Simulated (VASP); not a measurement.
Write the native input for VASP 6.6.1 that does the following.

- Task: single point
- Functional: r2SCAN
- Potentials or basis: VASP PAW PBE potentials, release 64 (B, N)
- Cutoff: 520 eV
- k mesh: 12 × 12 × 6
- Occupations: gaussian, width 0.01 eV
- Spin: no spin polarisation
- Dipole correction: no
- Further INCAR settings: ALGO = Normal; EDIFF = 1e-06; NBANDS = 16

The system is BN.

```
B N
1.0
     2.54397    0.00000    0.00000
    -1.27199    2.20315    0.00000
     0.00000    0.00000    4.20776
B N
2 2
Cartesian
  1.2720 0.7344 0.0007
  0.0000 1.4688 2.1046
  1.2720 0.7344 1.5772
  0.0000 1.4688 3.6811
```

These files were run (other wordings do the same):

POSCAR

```
BN
1.0
    2.5439737279      0.0000000000      0.0000000000
   -1.2719868640      2.2031458750      0.0000000000
    0.0000000000      0.0000000000      4.2077593100
B N
2 2
Direct
    0.6666666667      0.3333333333      0.0001597788
    0.3333333333      0.6666666667      0.5001597788
    0.6666666667      0.3333333333      0.3748402212
    0.3333333333      0.6666666667      0.8748402212
```

INCAR.step1

```
SYSTEM = BN
PREC     = Accurate       ! precision mode
ENCUT    = 520            ! plane-wave cutoff, eV
ISMEAR   = 0              ! smearing method
SIGMA    = 0.01           ! smearing width, eV
LREAL    = .FALSE.        ! projectors in reciprocal space
LASPH    = .TRUE.         ! aspherical terms in the spheres
NELM     = 100            ! most SCF steps
NBANDS   = 16             ! bands
GGA      = PE             ! functional
ALGO     = Normal         ! electronic algorithm
EDIFF    = 1E-4           ! SCF threshold, eV
LWAVE    = .TRUE.         ! write WAVECAR
LCHARG   = .FALSE.        ! write CHGCAR
```

INCAR.step2

```
SYSTEM = BN
PREC     = Accurate       ! precision mode
ENCUT    = 520            ! plane-wave cutoff, eV
EDIFF    = 1E-6           ! SCF threshold, eV
ISMEAR   = 0              ! smearing method
SIGMA    = 0.01           ! smearing width, eV
LREAL    = .FALSE.        ! projectors in reciprocal space
LASPH    = .TRUE.         ! aspherical terms in the spheres
NELM     = 100            ! most SCF steps
ALGO     = Normal         ! electronic algorithm
ISIF     = 2              ! what is computed and relaxed
LWAVE    = .FALSE.        ! write WAVECAR
LCHARG   = .FALSE.        ! write CHGCAR
METAGGA  = R2SCAN         ! meta-GGA
LMIXTAU  = .TRUE.       
NBANDS   = 16             ! bands
ISTART   = 1
```

KPOINTS

```
Automatic mesh
0
G
  12 12 6
  0 0 0
```

Potentials or basis: VASP PAW PBE potentials, release 64 (B, N).

Run with:

```sh
$ cat potpaw_PBE.64/B/POTCAR potpaw_PBE.64/N/POTCAR > POTCAR
$ cp INCAR.step1 INCAR
$ mpirun -np 1 vasp_std > vasp.out
$ cp INCAR.step2 INCAR
$ mpirun -np 1 vasp_std > vasp.out
```

Results of the run:

```
Pressure               : 1.1 GPa
Largest force          : 0.011 eV/Å
Band gap on the k mesh : 5.72 eV, indirect (least direct gap 8.99 eV)
```

Caveat: the PAW data sets were made with another functional, which shifts forces and pressure a little.

Run time: 120 s on 1 thread of Intel(R) Xeon(R) Platinum 8375C CPU @ 2.90GHz (Ice Lake) (shared host), peak memory 0.15 GiB.
